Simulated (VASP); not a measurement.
GaAs:

```
CELL_PARAMETERS angstrom
0.00000 2.65000 2.65000
2.65000 0.00000 2.65000
2.65000 2.65000 0.00000
ATOMIC_POSITIONS crystal
Ga 0.00000 0.00000 0.00000
As 0.50000 0.50000 0.50000
```

```yaml
Program: VASP 6.6.1
Task: relaxation of cell and atoms
Functional: LDA
Potentials_or_basis: VASP PAW LDA potentials, release 64 (Ga_d, As)
Cutoff: 500 eV
k_mesh: 7 × 7 × 7
Occupations: gaussian, width 0.02 eV
Spin: no spin polarisation
```

At the start: pressure -1.8 GPa; volume 18.61 Å³/atom.

Task: How do energy, volume and symmetry change on relaxing?

Result: Over 3 steps the energy falls by 2.3 meV/atom and the volume is 18.22 Å³/atom (-2.1 %); space group Fm-3m (No. 225, to 0.1 Å) before and after.

The path:
```csv
step,energy change (eV),largest force (eV/Å),pressure (GPa),volume (Å³)
1,0.0000,0.0000,-1.81,37.22
2,-0.0037,0.0000,0.84,36.10
3,-0.0046,0.0000,0.02,36.43
```

Final structure:
```xyz
2
Lattice="0.0000 2.6312 2.6312 2.6312 0.0000 2.6312 2.6312 2.6312 0.0000" Properties=species:S:1:pos:R:3 pbc="T T T"
Ga    0.0000    0.0000    0.0000
As    2.6312    2.6312    2.6312
```
